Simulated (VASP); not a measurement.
Here is a VASP 6.6.1 calculation.

Contents of INCAR:

```
PREC = Accurate
ENCUT = 520
EDIFF = 1E-8
ISMEAR = -1
SIGMA = 0.02
LREAL = F
LASPH = T
NELM = 80
ALGO = Normal
ISIF = 2
LWAVE = F
LCHARG = F
GGA = PS
LEFG = T
NBANDS = 16
```

Contents of KPOINTS:

```
regular mesh
0
Gamma
  11 11 6
```

File POSCAR:

```
AlN
1.0
    3.0689564278      0.0000000000      0.0000000000
   -1.5344782139      2.6577942296      0.0000000000
    0.0000000000      0.0000000000      4.9107214824
Al N
2 2
Direct
    0.3333333333      0.6666666667      0.0000000000
    0.6666666667      0.3333333333      0.5000000000
    0.3333333333      0.6666666667      0.3850000000
    0.6666666667      0.3333333333      0.8850000000
```

Potentials or basis: VASP PAW PBE potentials, release 64 (Al, N).

Launch:

```bash
$ cat potpaw_PBE.64/Al/POTCAR potpaw_PBE.64/N/POTCAR > POTCAR
$ mpirun -np 1 vasp_std > vasp.out
```

**Question.** Estimate the pressure.

**Answer.** 9.6 GPa.

**Question.** Estimate the band gap on the k mesh.

**Answer.** 4.45 eV, direct.

Stress tensor (GPa, compression positive):
```
10.65  0.00  0.00
 0.00 10.65  0.00
 0.00  0.00  7.50
```

Caveat: without QUAD_EFG the Cq values of the log hold for a quadrupole moment of 1 mb, not for the nuclei; the PAW data sets were made with another functional, which shifts forces and pressure a little. A k mesh can miss the band edges.
